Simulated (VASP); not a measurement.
Pt:

```
Pt
1.0
     2.55000    0.00000    0.00000
     0.00000    2.55000    0.00000
     0.00000    0.00000    2.55000
Pt
1
Direct
  0.00000 0.00000 0.00000
```

| Item | Value |
| --- | --- |
| Program | VASP 6.6.1 |
| Task | relaxation of cell and atoms |
| Functional | PBE |
| Potentials or basis | VASP PAW PBE potentials, release 64 (Pt) |
| Cutoff | 600 eV |
| k mesh | 10 × 10 × 10 |
| Occupations | methfessel-paxton, width 0.1 eV |
| Spin | no spin polarisation |

At the start: pressure 19.5 GPa; volume 16.58 Å³/atom.

Question: How do energy, volume and symmetry change on relaxing?

Answer: Over 17 steps the energy falls by 79.6 meV/atom and the volume is 18.00 Å³/atom (+8.5 %); space group Pm-3m (No. 221, to 0.05 Å).

Step by step:
```
step  energy change (eV)  largest force (eV/Å)  pressure (GPa)  volume (Å³)
   1              0.0000                0.0000           19.53        16.58
   2              0.2466                0.0000          -21.39        21.92
   3             -0.0791                0.0000           -1.21        18.12
   4             -0.0796                0.0000           -0.17        18.02
   5             -0.0796                0.0000            0.14        17.99
   6             -0.0796                0.0000            0.14        17.99
   7             -0.0796                0.0000            0.14        17.99
   8             -0.0796                0.0000            0.13        17.99
   9             -0.0796                0.0000            0.13        17.99
  10             -0.0796                0.0000            0.13        17.99
  11             -0.0796                0.0000            0.13        17.99
  12             -0.0796                0.0000            0.13        17.99
  13             -0.0796                0.0000            0.13        17.99
  14             -0.0796                0.0000            0.13        17.99
  15             -0.0796                0.0000            0.13        17.99
  16             -0.0796                0.0000            0.12        17.99
  17             -0.0796                0.0000            0.08        18.00
```

Final structure:
```yaml
crystal:
  lattice:
    - [2.62054, 0.00000, 0.00000]
    - [0.00000, 2.62054, 0.00000]
    - [0.00000, 0.00000, 2.62054]
  atoms:
    - { symbol: Pt, position: [0.00000, 0.00000, 0.00000] }
```
